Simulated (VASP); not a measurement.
Wanted: the native input for a VASP 6.6.1 run.

```
Task                   : single point
Functional             : PBE
Potentials or basis    : VASP PAW PBE potentials, release 64 (C)
Cutoff                 : 520 eV
k mesh                 : 12 × 12 × 4
Occupations            : gaussian, width 0.05 eV
Spin                   : no spin polarisation
Dipole correction      : no
Further INCAR settings : ALGO = Normal; EDIFF = 1e-06; NBANDS = 26
```

The structure of C lies in POSCAR:

```
C
1.0
    2.5180642186      0.0000000000      0.0000000000
   -1.2590321093      2.1807075817      0.0000000000
    0.0000000000      0.0000000000      8.3046919353
C
8
Direct
   -0.0620252564     -0.0319162462      0.0929732494
    0.0620252564      0.0319162462      0.5929732494
    0.0620252564      0.0319162462      0.4070267506
   -0.0620252564     -0.0319162462      0.9070267506
    0.2825427237      0.6405314164      0.1555299995
    0.7174572763      0.3594685836      0.6555299995
    0.3841239430      0.6928019170      0.3444700005
    0.6158760570      0.3071980830      0.8444700005
```

This cell differs from its parent crystal: atoms displaced along several vibrational modes.

One way to write it, as run:

INCAR

```
ALGO     = Normal         # electronic algorithm
EDIFF    = 1E-6           # SCF threshold, eV
ENCUT    = 520            # plane-wave cutoff, eV
GGA      = PE             # functional
ISIF     = 2              # what is computed and relaxed
ISMEAR   = 0              # smearing method
LASPH    = True           # aspherical terms in the spheres
LCHARG   = False          # write CHGCAR
LREAL    = False          # projectors in reciprocal space
LWAVE    = False          # write WAVECAR
NBANDS   = 26             # bands
NELM     = 80             # most SCF steps
PREC     = Accurate       # precision mode
SIGMA    = 0.05           # smearing width, eV
```

KPOINTS

```
k-points
0
Gamma
  12 12 4
```

Potentials or basis: VASP PAW PBE potentials, release 64 (C).

Run with:

```bash
$ cat potpaw_PBE.64/C/POTCAR > POTCAR
$ mpirun -np 1 vasp_std > vasp.out
```

Results of the run:

```yaml
Pressure: 0.8 GPa
Largest_force: 0.973 eV/Å
Band_gap_on_the_k_mesh: 4.47 eV (least direct gap 5.34 eV)
```

Caveat: the cell differs from its parent crystal (atoms displaced along several vibrational modes).

Run time: 5.6 min on 1 thread of Intel(R) Xeon(R) Platinum 8259CL CPU @ 2.50GHz (Skylake/Cascade Lake), with other jobs on the host, peak memory 0.28 GiB.
